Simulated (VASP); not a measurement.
Write the native input for VASP 6.6.1 that does the following.

```yaml
Task: single point
Functional: BLYP
Potentials_or_basis: VASP PAW PBE potentials, release 64 (Zn)
Cutoff: 520 eV
k_mesh: 5 × 5 × 5
Occupations: fermi-dirac, width 0.1 eV
Spin: no spin polarisation
Dipole_correction: no
Further_INCAR_settings: ALGO = Normal; EDIFF = 1e-06; NBANDS = 58
```

The structure of Zn lies in POSCAR:

```
Zn
1.0
    5.1478559102      0.0000000000      0.0000000000
    0.0000000000      5.1478559102      0.0000000000
    0.0000000000      0.0000000000      5.1478559102
Zn
8
Direct
    1.0000000000      0.0000000000      1.0000000000
    0.5000000000      0.5000000000      0.5000000000
    0.2500000000      1.0000000000      0.5000000000
    0.7500000000      1.0000000000      0.5000000000
    0.5000000000      0.2500000000      1.0000000000
    0.5000000000      0.7500000000      1.0000000000
    0.0000000000      0.5000000000      0.2500000000
    0.0000000000      0.5000000000      0.7500000000
```

The input as run:

INCAR

```
SYSTEM = Zn
PREC = Accurate ; ENCUT = 520
EDIFF = 1E-6 ; ISMEAR = -1
SIGMA = 0.1 ; LREAL = .False.
LASPH = .True. ; NELM = 60
ALGO = Normal ; ISIF = 2
LWAVE = .False. ; LCHARG = .False.
GGA = B5 ; ALDAX = 1.0
AGGAX = 1.0 ; AGGAC = 1.0
ALDAC = 0.0 ; NBANDS = 58
```

KPOINTS

```
Automatic mesh
0
Gamma
  5 5 5
  0 0 0
```

Potentials or basis: VASP PAW PBE potentials, release 64 (Zn).

Launch:

```console
$ cat potpaw_PBE.64/Zn/POTCAR > POTCAR
$ mpirun -np 1 vasp_std > vasp.out
```

It gave:

```
Pressure               : 0.2 GPa
Band gap on the k mesh : zero (band 48 reaches 4.30 eV, above the bottom of band 49 at 2.15 eV)
```

Caveat: the PAW data sets were made with another functional, which shifts forces and pressure a little.

Wall time 72 s on 1 thread of Intel(R) Xeon(R) 6975P-C (Granite Rapids), with other jobs on the host, peak memory 0.25 GiB.
